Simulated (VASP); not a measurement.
Set up this calculation in VASP 6.6.1, as the native input.

| Quantity | Value |
| --- | --- |
| Task | single point |
| Functional | r2SCAN |
| Potentials or basis | VASP PAW PBE potentials, release 64 (Sr_sv) |
| Cutoff | 520 eV |
| k mesh | 10 × 10 × 5 |
| Occupations | fermi-dirac, width 0.1 eV |
| Spin | no spin polarisation |
| Dipole correction | no |
| Further INCAR settings | ALGO = Normal; EDIFF = 1e-07; NBANDS = 17 |

Crystal: Sr.

```
CELL_PARAMETERS angstrom
4.13340 0.00000 0.00000
-2.06670 3.57963 0.00000
0.00000 0.00000 6.80548
ATOMIC_POSITIONS crystal
Sr 0.33333 0.66667 0.25000
Sr 0.66667 0.33333 0.75000
```

This cell differs from its parent crystal: volume scaled by 0.88.

These files were run (other wordings do the same):

POSCAR

```
Sr
1.0
    4.1333982291      0.0000000000      0.0000000000
   -2.0666991145      3.5796278704      0.0000000000
    0.0000000000      0.0000000000      6.8054785499
Sr
2
Direct
    0.3333333333      0.6666666667      0.2500000000
    0.6666666667      0.3333333333      0.7500000000
```

INCAR.step1

```
SYSTEM = Sr
ALGO = Normal
EDIFF = 1E-4
ENCUT = 520
GGA = PE
ISMEAR = -1
LASPH = .True.
LCHARG = .False.
LREAL = .False.
LWAVE = .True.
NBANDS = 17
NELM = 80
PREC = Accurate
SIGMA = 0.1
```

INCAR.step2

```
SYSTEM = Sr
ALGO = Normal
EDIFF = 1E-7
ENCUT = 520
ISIF = 2
ISMEAR = -1
ISTART = 1
LASPH = .True.
LCHARG = .False.
LMIXTAU = .True.
LREAL = .False.
LWAVE = .False.
METAGGA = R2SCAN
NBANDS = 17
NELM = 80
PREC = Accurate
SIGMA = 0.1
```

KPOINTS

```
k-points
0
Gamma
  10 10 5
  0 0 0
```

Potentials or basis: VASP PAW PBE potentials, release 64 (Sr_sv).

Command:

```console
$ cat potpaw_PBE.64/Sr_sv/POTCAR > POTCAR
$ cp INCAR.step1 INCAR
$ mpirun -np 1 vasp_std > vasp.out
$ cp INCAR.step2 INCAR
$ mpirun -np 1 vasp_std > vasp.out
```

Results of the run:

| Property | Result |
| --- | --- |
| Pressure | 1.9 GPa |
| Band gap on the k mesh | zero (band 10 reaches 2.07 eV, above the bottom of band 11 at 1.91 eV) |

Caveat: the PAW data sets were made with another functional, which shifts forces and pressure a little.

Wall time 5.7 min on 1 thread of Intel(R) Xeon(R) Platinum 8259CL CPU @ 2.50GHz (Skylake/Cascade Lake), on a shared host, peak memory 0.26 GiB.
